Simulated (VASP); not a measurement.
Set up this calculation in VASP 6.6.1, as the native input.

| Property | Result |
| --- | --- |
| Task | single point |
| Functional | r2SCAN |
| Potentials or basis | VASP PAW PBE potentials, release 64 (Al, N) |
| Cutoff | 520 eV |
| k mesh | 12 × 12 × 6 |
| Occupations | gaussian, width 0.05 eV |
| Spin | no spin polarisation |
| Dipole correction | no |
| Further INCAR settings | ALGO = Normal; EDIFF = 1e-07; NBANDS = 16 |

AlN:

```
Al N
1.0
     3.24647    0.00000    0.00000
    -1.62323    2.56938    0.00000
     0.00000    0.00000    4.97840
Al N
2 2
Direct
  0.33333 0.66667 0.00169
  0.66667 0.33333 0.50169
  0.33333 0.66667 0.38331
  0.66667 0.33333 0.88331
```

This cell differs from its parent crystal: strain +0.0450 x Voigt [1, -1, 0, 0, 0, 0].

The input as run:

POSCAR

```
AlN
1.0
    3.2464652788      0.0000000000      0.0000000000
   -1.6232326394      2.5693808046      0.0000000000
    0.0000000000      0.0000000000      4.9784048354
Al N
2 2
Direct
    0.3333333333      0.6666666667      0.0016929024
    0.6666666667      0.3333333333      0.5016929024
    0.3333333333      0.6666666667      0.3833070976
    0.6666666667      0.3333333333      0.8833070976
```

INCAR.step1

```
PREC = Accurate
ENCUT = 520
ISMEAR = 0
SIGMA = 0.05
LREAL = F
LASPH = T
NELM = 100
NBANDS = 16
GGA = PE
ALGO = Normal
EDIFF = 1E-4
LWAVE = T
LCHARG = F
```

INCAR.step2

```
PREC = Accurate
ENCUT = 520
EDIFF = 1E-7
ISMEAR = 0
SIGMA = 0.05
LREAL = F
LASPH = T
NELM = 100
ALGO = Normal
ISIF = 2
LWAVE = F
LCHARG = F
METAGGA = R2SCAN
LMIXTAU = T
NBANDS = 16
ISTART = 1
```

KPOINTS

```
Automatic mesh
0
Gamma
  12 12 6
```

Potentials or basis: VASP PAW PBE potentials, release 64 (Al, N).

The run is started by

```console
$ cat potpaw_PBE.64/Al/POTCAR potpaw_PBE.64/N/POTCAR > POTCAR
$ cp INCAR.step1 INCAR
$ mpirun -np 1 vasp_std > vasp.out
$ cp INCAR.step2 INCAR
$ mpirun -np 1 vasp_std > vasp.out
```

Results of the run:

The pressure is 1.1 GPa. The largest force is 1.144 eV/Å and the band gap on the k mesh is 4.85 eV.

Caveat: the cell differs from its parent crystal (strain +0.0450 x Voigt [1, -1, 0, 0, 0, 0]); the stress differs along the axes, from -15 to 19 GPa; the PAW data sets were made with another functional, which shifts forces and pressure a little.

Wall time 7.1 min on 1 thread of Intel Xeon 8259CL, on a shared host, peak memory 0.23 GiB.
